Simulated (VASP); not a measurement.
# MgCd2S3 (P3m1) in VASP: further runs

Runs on MgCd2S3. Level: PBE. Tasks: single point.

Program: VASP 6.6.1. These are calculated values, not measurements. Logs are shortened: lines on timing, memory, paths and dates and some standing lists are left out, and cuts for length are marked.

**1. The cell of the first run**

It takes space group P3m1 (No. 156, trigonal). The conventional cell has a = 4.151 Å, b = 4.151 Å, c = 20.172 Å, α = 90.00°, β = 90.00°, γ = 120.00°. Mg (site symmetry 3m) has 4 S at 2.47 to 2.50 Å within 3.3 Å. Mg (site symmetry 3m) has 4 S at 2.47 to 2.50 Å within 3.3 Å. Cd (site symmetry 3m) has 4 S at 2.55 to 2.57 Å within 3.4 Å. Within 3.4 Å of Cd (site symmetry 3m) lie 4 S at 2.55 to 2.57 Å. Within 3.4 Å of Cd (site symmetry 3m) lie 4 S at 2.56 to 2.57 Å. Cd (site symmetry 3m) has 4 S at 2.55 to 2.57 Å within 3.4 Å. Within 3.4 Å of S (site symmetry 3m) lie 4 Cd at 2.55 to 2.57 Å. Within 3.3 Å of S (site symmetry 3m) lie 3 Mg at 2.50 Å and 1 Cd at 2.57 Å.

**2. Single point, PBE**

INCAR reads:

```
SYSTEM = MgCd2S3
PREC = Accurate ; ENCUT = 520
EDIFF = 1E-6 ; ISMEAR = 0
SIGMA = 0.1 ; LREAL = .FALSE.
LASPH = .TRUE. ; NELM = 80
ALGO = Normal ; ISIF = 2
LWAVE = .FALSE. ; LCHARG = .FALSE.
GGA = PE ; NBANDS = 56
```

KPOINTS reads:

```
Automatic mesh
0
G
  6 6 1
  0 0 0
```

POSCAR reads:

```
MgCd2S3
1.0
    4.1512308461      0.0000000030      0.0000000000
   -2.0756154256      3.5950713682      0.0000000000
    0.0000000000      0.0000000000     20.1721873961
Mg Cd S
2 4 6
Direct
    0.6666666667      0.3333333333      0.5021450733
    0.6666666667      0.3333333333      0.8312017793
    0.3333333333      0.6666666667     -0.0025383466
    0.3333333333      0.6666666667      0.3395594481
    0.3333333333      0.6666666667      0.6687253752
    0.6666666667      0.3333333333      0.1682988542
    0.3333333333      0.6666666667      0.1249426128
    0.3333333333      0.6666666667      0.4670059727
    0.3333333333      0.6666666667      0.7960661947
    0.6666666667      0.3333333333      0.2958652518
    0.6666666667      0.3333333333      0.6248354218
    0.6666666667      0.3333333333      0.9538923427
```

Potentials or basis: VASP PAW PBE potentials, release 64 (Mg, Cd, S).

Command:

```console
> cat potpaw_PBE.64/Mg/POTCAR potpaw_PBE.64/Cd/POTCAR potpaw_PBE.64/S/POTCAR > POTCAR
> mpirun -np 1 vasp_std > vasp.out
```

OUTCAR:

```text
SYSTEM = MgCd2S3
   PREC = Accurate
   ENCUT = 520
   EDIFF = 1E-6
   ISMEAR = 0
   LREAL = .FALSE.
   LASPH = .TRUE.
   NELM = 80
   ISIF = 2
   GGA = PE

 ion  position               nearest neighbor table
   1  0.667  0.333  0.502-  11 2.47   8 2.50   8 2.50   8 2.50
   2  0.667  0.333  0.831-  12 2.47   9 2.50   9 2.50   9 2.50
   3  0.333  0.667  0.997-  12 2.55  12 2.55  12 2.55   7 2.57
   4  0.333  0.667  0.340-  10 2.55  10 2.55  10 2.55   8 2.57
   5  0.333  0.667  0.669-  11 2.56  11 2.56  11 2.56   9 2.57
   6  0.667  0.333  0.168-   7 2.55   7 2.55   7 2.55  10 2.57
   7  0.333  0.667  0.125-   6 2.55   6 2.55   6 2.55   3 2.57
   8  0.333  0.667  0.467-   1 2.50   1 2.50   1 2.50   4 2.57
   9  0.333  0.667  0.796-   2 2.50   2 2.50   2 2.50   5 2.57
  10  0.667  0.333  0.296-   4 2.55   4 2.55   4 2.55   6 2.57
  11  0.667  0.333  0.625-   1 2.47   5 2.56   5 2.56   5 2.56
  12  0.667  0.333  0.954-   2 2.47   3 2.55   3 2.55   3 2.55

  LATTYP: Found a hexagonal cell.
 ALAT       =     4.1512308461
 C/A-ratio  =     4.8593268223

  Lattice vectors:

 A1 = (   4.1512308461,   0.0000000030,   0.0000000000)
 A2 = (  -2.0756154256,   3.5950713682,   0.0000000000)
 A3 = (   0.0000000000,   0.0000000000,  20.1721873961)

Analysis of symmetry for initial positions (statically):
=====================================================================
 Subroutine PRICEL returns:
 Original cell was already a primitive cell.

 Routine SETGRP: Setting up the symmetry group for a
 hexagonal supercell.

 Subroutine GETGRP returns: Found  6 space group operations
 (whereof  6 operations were pure point group operations)
 out of a pool of 24 trial point group operations.

The static configuration has the point symmetry C_3v.

Analysis of symmetry for dynamics (positions and initial velocities):
=====================================================================
 Subroutine PRICEL returns:
 Original cell was already a primitive cell.

 Routine SETGRP: Setting up the symmetry group for a
 hexagonal supercell.

 Subroutine GETGRP returns: Found  6 space group operations
 (whereof  6 operations were pure point group operations)
 out of a pool of 24 trial point group operations.

The dynamic configuration has the point symmetry C_3v.

 Subroutine INISYM returns: Found  6 space group operations
 (whereof  6 operations are pure point group operations),
 and found     1 'primitive' translations

----------------------------------------------------------------------------------------

                                     Primitive cell

  volume of cell :     301.0491

  direct lattice vectors                    reciprocal lattice vectors
     4.151230846  0.000000003  0.000000000     0.240892409  0.139079298  0.000000000
    -2.075615426  3.595071368  0.000000000    -0.000000000  0.278158595  0.000000000
     0.000000000  0.000000000 20.172187396     0.000000000  0.000000000  0.049573206

  length of vectors
     4.151230846  4.151230846 20.172187396     0.278158595  0.278158595  0.049573206

  position of ions in fractional coordinates (direct lattice)
     0.666666667  0.333333333  0.502145073
     0.666666667  0.333333333  0.831201779
     0.333333333  0.666666667  0.997461653
     0.333333333  0.666666667  0.339559448
     0.333333333  0.666666667  0.668725375
     0.666666667  0.333333333  0.168298854
     0.333333333  0.666666667  0.124942613
     0.333333333  0.666666667  0.467005973
     0.333333333  0.666666667  0.796066195
     0.666666667  0.333333333  0.295865252
     0.666666667  0.333333333  0.624835422
     0.666666667  0.333333333  0.953892343

  ion indices of the primitive-cell ions
   primitive index   ion index
                 1           1
                 2           2
                 3           3
                 4           4
                 5           5
                 6           6
                 7           7
                 8           8
                 9           9
                10          10
                11          11
                12          12

----------------------------------------------------------------------------------------

 KPOINTS: Automatic mesh

Automatic generation of k-mesh.
 Grid dimensions read from file:
 generate k-points for:    6    6    1

 Generating k-lattice:

  Cartesian coordinates                     Fractional coordinates (reciprocal lattice)
     0.040148735  0.023179883  0.000000000     0.166666667  0.000000000  0.000000000
    -0.000000000  0.046359766  0.000000000     0.000000000  0.166666667  0.000000000
     0.000000000  0.000000000  0.049573206     0.000000000  0.000000000  1.000000000

  Length of vectors
     0.046359766  0.046359766  0.049573206

  Shift w.r.t. Gamma in fractional coordinates (k-lattice)
     0.000000000  0.000000000  0.000000000

 Subroutine IBZKPT returns following result:
 ===========================================

 Found      7 irreducible k-points:

 Following reciprocal coordinates:
            Coordinates               Weight
  0.000000  0.000000  0.000000      1.000000
  0.166667  0.000000  0.000000      6.000000
  0.333333  0.000000  0.000000      6.000000
  0.500000  0.000000  0.000000      3.000000
  0.166667  0.166667  0.000000      6.000000
  0.333333  0.166667  0.000000     12.000000
  0.333333  0.333333  0.000000      2.000000
   k-points           NKPTS =      7   k-points in BZ     NKDIM =      7   number of bands    NBANDS=     56
   number of dos      NEDOS =    301   number of ions     NIONS =     12
   total plane-waves  NPLWV = 153600
   dimension x,y,z NGX =    32 NGY =   32 NGZ =  150
   dimension x,y,z NGXF=    64 NGYF=   64 NGZF=  300
   ions per type =               2   4   6
   NGX,Y,Z   is equivalent  to a cutoff of  12.82, 12.82, 12.36 a.u.
   NGXF,Y,Z  is equivalent  to a cutoff of  25.63, 25.63, 24.72 a.u.
 SYSTEM =  MgCd2S3
   PREC   = accura    normal or accurate (medium, high low for compatibility)
   ISTART =      0    job   : 0-new  1-cont  2-samecut
   ICHARG =      2    charge: 1-file 2-atom 10-const
   ISPIN  =      1    spin polarized calculation?
   LNONCOLLINEAR =      F non collinear calculations
   LSORBIT =      F    spin-orbit coupling
   LASPH  =      T    aspherical Exc in radial PAW
   ENCUT  =  520.0 eV  38.22 Ry    6.18 a.u.   7.72  7.72 37.51*2*pi/ulx,y,z
   NELM   =     80;   NELMIN=  2; NELMDL= -5     # of ELM steps
   EDIFF  = 0.1E-05   stopping-criterion for ELM
   LREAL  =      F    real-space projection
   EDIFFG = 0.1E-04   stopping-criterion for IOM
   NSW    =      0    number of steps for IOM
   IBRION =     -1    ionic relax: 0-MD 1-quasi-New 2-CG
   NFREE  =      0    steps in history (QN), initial steepest desc. (CG)
   ISIF   =      2    stress and relaxation
   ISYM   =      2    0-nonsym 1-usesym 2-fastsym
   POTIM  = 0.5000    time-step for ionic-motion
   TEBEG  =    0.0;   TEEND  =   0.0 temperature during run
   PSTRESS=    0.0 pullay stress
   NELECT =      88.0000    total number of electrons
   NUPDOWN=      -1.0000    fix difference up-down
   EMIN   =  10.00;   EMAX   =-10.00  energy-range for DOS
[... 5 lines left out ...]
     AMIX     =   0.40;   BMIX     =  1.00
     AMIX_MAG =   1.60;   BMIX_MAG =  1.00
  volume/ion in A,a.u.               =      25.09       169.30
  Fermi-wavevector in a.u.,A,eV,Ry     =   1.086484  2.053157 16.060957  1.180447
  Thomas-Fermi vector in A             =   2.222622
   LORBIT       =      0    0 simple, 1 ext, 2 COOP (PROOUT), +10 PAW based schemes
   GGA     = PE    functional components
   LHFCALC =     F    Hartree Fock is set to
[... 5 lines left out ...]
 Gauss-broadening in eV      SIGMA  =   0.10
  energy-cutoff  :      520.00
  volume of cell :      301.05
 maximum number of plane-waves:      8157
 NGX is ok and might be reduce to    32
   NGX = 15   NGY = 15   NGZ = 75

 number of electron      88.0000003 magnetization

 Free energy of the ion-electron system (eV)
  ---------------------------------------------------
  ext. energy  EPLUGINS =         0.00000000
  ---------------------------------------------------
  free energy    TOTEN  =       -41.50439749 eV

  energy without entropy =      -41.50439749  energy(sigma->0) =      -41.50439749

 E-fermi :   1.5695     XC(G=0):  -8.7293

 val. band max:        1.1292125552   @ k =   0.0000   0.0000   0.0000
 cond. band min:       2.6581529825   @ k =   0.0000   0.0000   0.0000
 fundamental gap:      1.5289404273
 Fermi energy:         1.5694802397

 k-point     1 :       0.0000    0.0000    0.0000
  band No.  band energies     occupation
      1     -10.9184      2.00000
      2     -10.7909      2.00000
      3     -10.7747      2.00000
      4     -10.6166      2.00000
      5     -10.4382      2.00000
      6     -10.3356      2.00000
[... 48 lines left out ...]
     55       7.7767      0.00000
     56       7.7780      0.00000

 k-point     2 :       0.1667    0.0000    0.0000
  band No.  band energies     occupation
      1     -10.8296      2.00000
      2     -10.7046      2.00000
      3     -10.6945      2.00000
      4     -10.5575      2.00000
      5     -10.3737      2.00000
      6     -10.2856      2.00000
[... 48 lines left out ...]
     55       7.3109      0.00000
     56       7.7880      0.00000
[... 234 lines left out ...]
     55       7.3927      0.00000
     56       7.6115      0.00000

 k-point     7 :       0.3333    0.3333    0.0000
  band No.  band energies     occupation
      1     -10.4981      2.00000
      2     -10.4618      2.00000
      3     -10.3615      2.00000
      4     -10.3213      2.00000
      5     -10.1481      2.00000
      6     -10.1079      2.00000
[... 48 lines left out ...]
     55       7.6832      0.00000
     56       7.7170      0.00000

------------------------ aborting loop because EDIFF is reached ----------------------------------------

  FORCE on cell =-STRESS in cart. coord.  units (eV):
  Direction    XX          YY          ZZ          XY          YZ          ZX
  --------------------------------------------------------------------------------------
  -------------------------------------------------------------------------------------
  Total        0.1589620      0.1589620      0.1302494      0.0000000      0.0000000      0.0000000
  in kB        0.8459927      0.8459927      0.6931847      0.0000000      0.0000000      0.0000000
  external PRESSURE =       0.7950567 kB  Pullay stress =       0.0000000 kB

 VOLUME and BASIS-vectors are now :
 -----------------------------------------------------------------------------
  energy-cutoff  :      520.00
  volume of cell :      301.05
      direct lattice vectors                 reciprocal lattice vectors
     4.151230846  0.000000003  0.000000000     0.240892409  0.139079298  0.000000000
    -2.075615426  3.595071368  0.000000000    -0.000000000  0.278158595  0.000000000
     0.000000000  0.000000000 20.172187396     0.000000000  0.000000000  0.049573206

 POSITION                                       TOTAL-FORCE (eV/Angst)
 -----------------------------------------------------------------------------------
      2.07562      1.19836     10.12936         0.000000     -0.000000      0.020635
      2.07562      1.19836     16.76716        -0.000000      0.000000      0.020836
     -0.00000      2.39671     20.12098         0.000000     -0.000000      0.005164
     -0.00000      2.39671      6.84966         0.000000     -0.000000      0.005978
     -0.00000      2.39671     13.48965         0.000000     -0.000000      0.002643
      2.07562      1.19836      3.39496        -0.000000     -0.000000      0.007110
     -0.00000      2.39671      2.52037        -0.000000      0.000000     -0.005678
     -0.00000      2.39671      9.42053         0.000000      0.000000      0.021117
     -0.00000      2.39671     16.05840        -0.000000     -0.000000      0.022236
      2.07562      1.19836      5.96825         0.000000      0.000000     -0.008179
      2.07562      1.19836     12.60430        -0.000000      0.000000     -0.045373
      2.07562      1.19836     19.24210         0.000000      0.000000     -0.046489
 -----------------------------------------------------------------------------------
    total drift:                                0.000000     -0.000000     -0.000799

  FREE ENERGIE OF THE ION-ELECTRON SYSTEM (eV)
  ---------------------------------------------------
  free  energy   TOTEN  =       -41.5043974888 eV

  energy  without entropy=      -41.5043974888  energy(sigma->0) =      -41.50439749
```

Run time: 2.9 min. Hardware: 1 thread of Intel Xeon 6975P-C, shared host; peak memory 0.43 GiB.

What came out:

```
Free energy            : -41.5044 eV
Pressure               : 0.1 GPa
Largest force          : 0.046 eV/Å
Band gap on the k mesh : 1.53 eV, direct
```

Forces in eV/Å, atoms in the order of the input:
```
Mg   0.000  0.000  0.021
Mg   0.000  0.000  0.021
Cd   0.000  0.000  0.005
Cd   0.000  0.000  0.006
Cd   0.000  0.000  0.003
Cd   0.000  0.000  0.007
S    0.000  0.000 -0.006
S    0.000  0.000  0.021
S    0.000  0.000  0.022
S    0.000  0.000 -0.008
S    0.000  0.000 -0.045
S    0.000  0.000 -0.046
```

**3. Single point, PBE**

INCAR reads:

```
SYSTEM = MgCd2S3
PREC = Accurate
ENCUT = 520
EDIFF = 1E-6
ISMEAR = 0
SIGMA = 0.02
LREAL = .False.
LASPH = .True.
NELM = 100
ALGO = Normal
ISIF = 2
LWAVE = .False.
LCHARG = .True.
GGA = PE
LELF = .True.
LVHAR = .True.
NBANDS = 56
```

KPOINTS reads:

```
Automatic mesh
0
Gamma
  6 6 2
  0 0 0
```

POSCAR reads:

```
MgCd2S3
1.0
    4.1485957455      0.0000000000      0.0000000000
   -2.0742978727      3.5927893056      0.0000000000
    0.0000000000      0.0000000000     20.1666349112
Mg Cd S
2 4 6
Direct
    0.6666666667      0.3333333333      0.5021991573
    0.6666666667      0.3333333333      0.8313276459
    0.3333333333      0.6666666667      0.9975511396
    0.3333333333      0.6666666667      0.3394955551
    0.3333333333      0.6666666667      0.6687139034
    0.6666666667      0.3333333333      0.1683098262
    0.3333333333      0.6666666667      0.1249473490
    0.3333333333      0.6666666667      0.4668760410
    0.3333333333      0.6666666667      0.7960030233
    0.6666666667      0.3333333333      0.2957817313
    0.6666666667      0.3333333333      0.6248317301
    0.6666666667      0.3333333333      0.9539628778
```

Potentials or basis: VASP PAW PBE potentials, release 64 (Mg, Cd, S).

Command:

```console
> cat potpaw_PBE.64/Mg/POTCAR potpaw_PBE.64/Cd/POTCAR potpaw_PBE.64/S/POTCAR > POTCAR
> mpirun -np 1 vasp_std > vasp.out
```

Wall time 5.8 min (1 thread of Intel Xeon 6975P-C, shared host); peak memory 0.51 GiB.

It converged, with:

```yaml
Free_energy: -41.5068 eV
Pressure: 0.2 GPa
Largest_force: 0.049 eV/Å
Band_gap_on_the_k_mesh: 1.53 eV, direct
```

Forces on the atoms (eV/Å):
```
Mg   0.000  0.000  0.009
Mg   0.000  0.000  0.009
Cd   0.000  0.000  0.004
Cd   0.000  0.000  0.007
Cd   0.000  0.000  0.006
Cd   0.000  0.000  0.006
S    0.000  0.000 -0.006
S    0.000  0.000  0.034
S    0.000  0.000  0.034
S    0.000  0.000 -0.005
S    0.000  0.000 -0.049
S    0.000  0.000 -0.049
```

Levels at points of the mesh, in eV from the valence-band top:
| k point | band 40 | band 41 | band 42 | band 43 | band 44 | band 45 | band 46 | band 47 | band 48 | band 49 |
| --- | --- | --- | --- | --- | --- | --- | --- | --- | --- | --- |
| (0.00, 0.00, 0.00) | -0.23 | -0.23 | -0.20 | 0.00 | 0.00 | 1.53 | 2.59 | 2.68 | 3.03 | 3.59 |
| (0.50, 0.00, 0.00) | -1.12 | -1.04 | -0.99 | -0.98 | -0.72 | 3.25 | 3.46 | 3.80 | 3.94 | 4.25 |
| (0.00, 0.00, 0.50) | -0.28 | -0.20 | -0.20 | 0.00 | 0.00 | 1.82 | 2.11 | 2.94 | 3.03 | 3.57 |
| (0.50, 0.00, 0.50) | -1.17 | -1.13 | -1.10 | -0.88 | -0.74 | 3.42 | 3.45 | 3.69 | 3.83 | 4.22 |
